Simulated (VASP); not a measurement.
# Ga4SeS (F-43m) in VASP: single point with PBE

Aim: the single point of Ga4SeS with PBE.

Everything below comes from runs of VASP 6.6.1. Logs are shortened: lines on timing, memory, paths and dates and some standing lists are left out, and cuts for length are marked.

## 1. The cell of the first run

It takes space group F-43m (No. 216, cubic). The conventional cell has a = 8.067 Å, b = 8.067 Å, c = 8.067 Å, α = 90.00°, β = 90.00°, γ = 90.00°. Within 3.7 Å of Ga (site symmetry 3m) lie 6 Ga at 2.84 to 2.87 Å and 3 S at 3.34 Å and 3 Se at 3.35 Å. Within 4.4 Å of Se (site symmetry -43m) lie 12 Ga at 3.35 Å and 4 S at 3.49 Å. S (site symmetry -43m) has 12 Ga at 3.34 Å and 4 Se at 3.49 Å within 4.4 Å.

## 2. Single point, PBE

Input file INCAR:

```
PREC = Accurate ; ENCUT = 520
EDIFF = 1E-6 ; ISMEAR = 0
SIGMA = 0.1 ; LREAL = False
LASPH = True ; NELM = 80
ALGO = Normal ; ISIF = 2
LWAVE = False ; LCHARG = False
GGA = PE ; NBANDS = 41
```

Input file KPOINTS:

```
regular mesh
0
Gamma
  4 4 4
```

Input file POSCAR:

```
Ga4SeS
1.0
    0.0000000000      4.0335588900      4.0335588900
    4.0335588900      0.0000000000      4.0335588900
    4.0335588900      4.0335588900      0.0000000000
Ga Se S
4 1 1
Direct
    0.8731060000      0.3756313300      0.3756313300
    0.3756313300      0.3756313300      0.3756313300
    0.3756313300      0.8731060000      0.3756313300
    0.3756313300      0.3756313300      0.8731060000
    0.0000000000      0.0000000000      0.0000000000
    0.7500000000      0.7500000000      0.7500000000
```

Potentials or basis: VASP PAW PBE potentials, release 64 (Ga_d, Se, S).

Launch:

```sh
$ cat potpaw_PBE.64/Ga_d/POTCAR potpaw_PBE.64/Se/POTCAR potpaw_PBE.64/S/POTCAR > POTCAR
$ mpirun -np 1 vasp_std > vasp.out
```

OUTCAR:

```text
PREC = Accurate
   ENCUT = 520
   EDIFF = 1E-6
   ISMEAR = 0
   LREAL = False
   LASPH = True
   NELM = 80
   ISIF = 2
   GGA = PE

 ion  position               nearest neighbor table
   1  0.873  0.376  0.376-   2 2.84   3 2.84   4 2.84   2 2.87   4 2.87   3 2.87
   2  0.376  0.376  0.376-   1 2.84   3 2.84   4 2.84   4 2.87   3 2.87   1 2.87
   3  0.376  0.873  0.376-   1 2.84   2 2.84   4 2.84   4 2.87   2 2.87   1 2.87
   4  0.376  0.376  0.873-   1 2.84   2 2.84   3 2.84   2 2.87   3 2.87   1 2.87
   5  0.000  0.000  0.000-
   6  0.750  0.750  0.750-

  LATTYP: Found a face centered cubic cell.
 ALAT       =     8.0671177800

  Lattice vectors:

 A1 = (   0.0000000000,   4.0335588900,   4.0335588900)
 A2 = (   4.0335588900,   0.0000000000,   4.0335588900)
 A3 = (   4.0335588900,   4.0335588900,   0.0000000000)

Analysis of symmetry for initial positions (statically):
=====================================================================
 Subroutine PRICEL returns:
 Original cell was already a primitive cell.

 Routine SETGRP: Setting up the symmetry group for a
 face centered cubic supercell.

 Subroutine GETGRP returns: Found 24 space group operations
 (whereof 24 operations were pure point group operations)
 out of a pool of 48 trial point group operations.

The static configuration has the point symmetry T_d .

Analysis of symmetry for dynamics (positions and initial velocities):
=====================================================================
 Subroutine PRICEL returns:
 Original cell was already a primitive cell.

 Routine SETGRP: Setting up the symmetry group for a
 face centered cubic supercell.

 Subroutine GETGRP returns: Found 24 space group operations
 (whereof 24 operations were pure point group operations)
 out of a pool of 48 trial point group operations.

The dynamic configuration has the point symmetry T_d .

 Subroutine INISYM returns: Found 24 space group operations
 (whereof 24 operations are pure point group operations),
 and found     1 'primitive' translations

----------------------------------------------------------------------------------------

                                     Primitive cell

  volume of cell :     131.2488

[... 71 lines left out ...]
   ISTART =      0    job   : 0-new  1-cont  2-samecut
   ICHARG =      2    charge: 1-file 2-atom 10-const
   ISPIN  =      1    spin polarized calculation?
   LNONCOLLINEAR =      F non collinear calculations
   LSORBIT =      F    spin-orbit coupling
   LASPH  =      T    aspherical Exc in radial PAW
   ENCUT  =  520.0 eV  38.22 Ry    6.18 a.u.  10.61 10.61 10.61*2*pi/ulx,y,z
   NELM   =     80;   NELMIN=  2; NELMDL= -5     # of ELM steps
   EDIFF  = 0.1E-05   stopping-criterion for ELM
   LREAL  =      F    real-space projection
[... 7 lines left out ...]
   TEBEG  =    0.0;   TEEND  =   0.0 temperature during run
   PSTRESS=    0.0 pullay stress
   NELECT =      64.0000    total number of electrons
   NUPDOWN=      -1.0000    fix difference up-down
   EMIN   =  10.00;   EMAX   =-10.00  energy-range for DOS
   EFERMI =   0.00;   METHOD = LEGACY
   ISMEAR =     0;   SIGMA  =   0.10  broadening in eV -4-tet -1-fermi 0-gaus
   EFERMI_NEDOS =   21; number of points for ismear=-14 and -15
   IALGO  =     38    algorithm
   IMIX   =      4    mixing-type and parameters
     AMIX     =   0.40;   BMIX     =  1.00
     AMIX_MAG =   1.60;   BMIX_MAG =  1.00
  volume/ion in A,a.u.               =      21.87       147.62
  Fermi-wavevector in a.u.,A,eV,Ry     =   1.288555  2.435017 22.590773  1.660375
  Thomas-Fermi vector in A             =   2.420502
   LORBIT       =      0    0 simple, 1 ext, 2 COOP (PROOUT), +10 PAW based schemes
   GGA     = PE    functional components
   LHFCALC =     F    Hartree Fock is set to
   AEXX    =    0.0000 exact exchange contribution
   IVDW    =     0    specifies the selected vdW correction
   LEPSILON=     F    determine dielectric tensor
   LRPA    =     F    only Hartree local field effects (RPA)
 non-spin polarized calculation
 Gauss-broadening in eV      SIGMA  =   0.10
  energy-cutoff  :      520.00
  volume of cell :      131.25
 maximum number of plane-waves:      3582
   NGX = 21   NGY = 21   NGZ = 21

 number of electron      64.0000032 magnetization

 Free energy of the ion-electron system (eV)
  ---------------------------------------------------
  ext. energy  EPLUGINS =         0.00000000
  ---------------------------------------------------
  free energy    TOTEN  =       -18.19183547 eV

  energy without entropy =      -18.18058189  energy(sigma->0) =      -18.18620868

 E-fermi :   3.6630     XC(G=0): -10.1186

 val. band max:        3.6029665488   @ k =  -0.2500   0.5000   0.2500
 cond. band min:       3.7406854139   @ k =  -0.2500   0.5000   0.2500
 fundamental gap:      0.1377188651
 Fermi energy:         3.6630282361

 k-point     1 :       0.0000    0.0000    0.0000
  band No.  band energies     occupation
      1     -11.1786      2.00000
      2     -11.0533      2.00000
      3     -11.0533      2.00000
      4     -11.0533      2.00000
      5     -11.0367      2.00000
      6     -11.0367      2.00000
[... 341 lines left out ...]
     40       8.6802      0.00000
     41      10.4174      0.00000

------------------------ aborting loop because EDIFF is reached ----------------------------------------

  FORCE on cell =-STRESS in cart. coord.  units (eV):
  Direction    XX          YY          ZZ          XY          YZ          ZX
  --------------------------------------------------------------------------------------
  -------------------------------------------------------------------------------------
  Total       -2.0240256     -2.0240256     -2.0240256      0.0000000      0.0000000      0.0000000
  in kB      -24.7076463    -24.7076463    -24.7076463      0.0000000      0.0000000      0.0000000
  external PRESSURE =     -24.7076463 kB  Pullay stress =       0.0000000 kB

 VOLUME and BASIS-vectors are now :
 -----------------------------------------------------------------------------
  energy-cutoff  :      520.00
  volume of cell :      131.25
      direct lattice vectors                 reciprocal lattice vectors
     0.000000000  4.033558890  4.033558890    -0.123960010  0.123960010  0.123960010
     4.033558890  0.000000000  4.033558890     0.123960010 -0.123960010  0.123960010
     4.033558890  4.033558890  0.000000000     0.123960010  0.123960010 -0.123960010

 POSITION                                       TOTAL-FORCE (eV/Angst)
 -----------------------------------------------------------------------------------
      3.03026      5.03686      5.03686        -0.042136      0.042136      0.042136
      3.03026      3.03026      3.03026        -0.042136     -0.042136     -0.042136
      5.03686      3.03026      5.03686         0.042136     -0.042136      0.042136
      5.03686      5.03686      3.03026         0.042136      0.042136     -0.042136
      0.00000      0.00000      0.00000         0.000000     -0.000000     -0.000000
      6.05034      6.05034      6.05034         0.000000     -0.000000     -0.000000
 -----------------------------------------------------------------------------------
    total drift:                                0.000030      0.000030      0.000031

  FREE ENERGIE OF THE ION-ELECTRON SYSTEM (eV)
  ---------------------------------------------------
  free  energy   TOTEN  =       -18.1918354746 eV

  energy  without entropy=      -18.1805818943  energy(sigma->0) =      -18.18620868
```

OSZICAR:

```text
N       E                     dE             d eps       ncg     rms          rms(c)
DAV:   1     0.539019021360E+03    0.53902E+03   -0.30223E+04   680   0.252E+03
DAV:   2     0.651739946571E+02   -0.47385E+03   -0.45598E+03   672   0.604E+02
DAV:   3    -0.135259264584E+02   -0.78700E+02   -0.74090E+02   767   0.167E+02
DAV:   4    -0.186840765401E+02   -0.51582E+01   -0.49935E+01   822   0.412E+01
DAV:   5    -0.188370476396E+02   -0.15297E+00   -0.15280E+00   832   0.738E+00    0.466E+00
DAV:   6    -0.182764521246E+02    0.56060E+00   -0.18064E+00   992   0.924E+00    0.311E+00
DAV:   7    -0.182103362616E+02    0.66116E-01   -0.32718E-01   732   0.266E+00    0.180E+00
DAV:   8    -0.181950762528E+02    0.15260E-01   -0.62059E-02   823   0.123E+00    0.594E-01
DAV:   9    -0.181916446083E+02    0.34316E-02   -0.14455E-02   799   0.579E-01    0.203E-01
DAV:  10    -0.181917709246E+02   -0.12632E-03   -0.18132E-03   807   0.269E-01    0.114E-01
DAV:  11    -0.181918449309E+02   -0.74006E-04   -0.22369E-04   887   0.904E-02    0.295E-02
DAV:  12    -0.181918349088E+02    0.10022E-04   -0.42083E-05   790   0.402E-02    0.685E-03
DAV:  13    -0.181918353696E+02   -0.46080E-06   -0.13318E-05   623   0.204E-02    0.850E-03
DAV:  14    -0.181918354746E+02   -0.10499E-06   -0.74746E-07   402   0.507E-03
   1 F= -.18191835E+02 E0= -.18186209E+02  d E =-.112536E-01
```

Run time: 36 s. Hardware: 1 thread of Intel Xeon 6975P-C, shared host; peak memory 0.27 GiB.

What came out:

```
Free energy            : -18.1918 eV
Pressure               : -2.5 GPa
Largest force          : 0.073 eV/Å
Band gap on the k mesh : zero (band 32 reaches 3.74 eV, above the bottom of band 33 at 2.08 eV)
```

Forces on the atoms (eV/Å):
```
Ga  -0.042  0.042  0.042
Ga  -0.042 -0.042 -0.042
Ga   0.042 -0.042  0.042
Ga   0.042  0.042 -0.042
Se   0.000  0.000  0.000
S    0.000  0.000  0.000
```
